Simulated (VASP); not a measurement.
Write the native input for VASP 6.6.1 that does the following.

```
Task                   : single point
Functional             : PBE
Potentials or basis    : VASP PAW PBE potentials, release 64 (Sb)
Cutoff                 : 520 eV
k mesh                 : 12 × 12 × 12
Occupations            : gaussian, width 0.15 eV
Spin                   : no spin polarisation
Dipole correction      : no
Further INCAR settings : ALGO = Normal; EDIFF = 1e-07; NBANDS = 12
```

The structure of Sb lies in POSCAR:

```
Sb
1.0
    2.1506003320      1.2416496806      3.7440000000
   -2.1506003320      1.2416496806      3.7440000000
    0.0000000000     -2.4832993611      3.7440000000
Sb
2
Direct
    0.1291368501      0.2277753703      0.2638795745
    0.7663600000      0.7663600000      0.7663600000
```

This cell differs from its parent crystal: atom 1 (Sb) moved by (-0.300, -0.300) A along [1 1 0] and z.

One way to write it, as run:

INCAR

```
SYSTEM = Sb
PREC = Accurate ; ENCUT = 520
EDIFF = 1E-7 ; ISMEAR = 0
SIGMA = 0.15 ; LREAL = .FALSE.
LASPH = .TRUE. ; NELM = 60
ALGO = Normal ; ISIF = 2
LWAVE = .FALSE. ; LCHARG = .FALSE.
GGA = PE ; NBANDS = 12
```

KPOINTS

```
regular mesh
0
G
  12 12 12
  0 0 0
```

Potentials or basis: VASP PAW PBE potentials, release 64 (Sb).

The run is started by

```sh
$ cat potpaw_PBE.64/Sb/POTCAR > POTCAR
$ mpirun -np 1 vasp_std > vasp.out
```

Results of the run:

| Item | Value |
| --- | --- |
| Pressure | 10.8 GPa |
| Largest force | 3.375 eV/Å |
| Band gap on the k mesh | zero (bands 5 and 6 overlap by 0.49 eV) |

Caveat: the cell differs from its parent crystal (atom 1 (Sb) moved by (-0.300, -0.300) A along [1 1 0] and z); the cell stands under pressure; spin-orbit coupling is left out, which moves the levels of the heavy elements; forces of over 1 eV/Å act on the atoms, so gaps and moduli don't describe the material at rest.

Wall time 8.9 min on 1 thread of AMD EPYC 7R43 64-Core Processor (Zen 3) (shared host), peak memory 0.59 GiB.
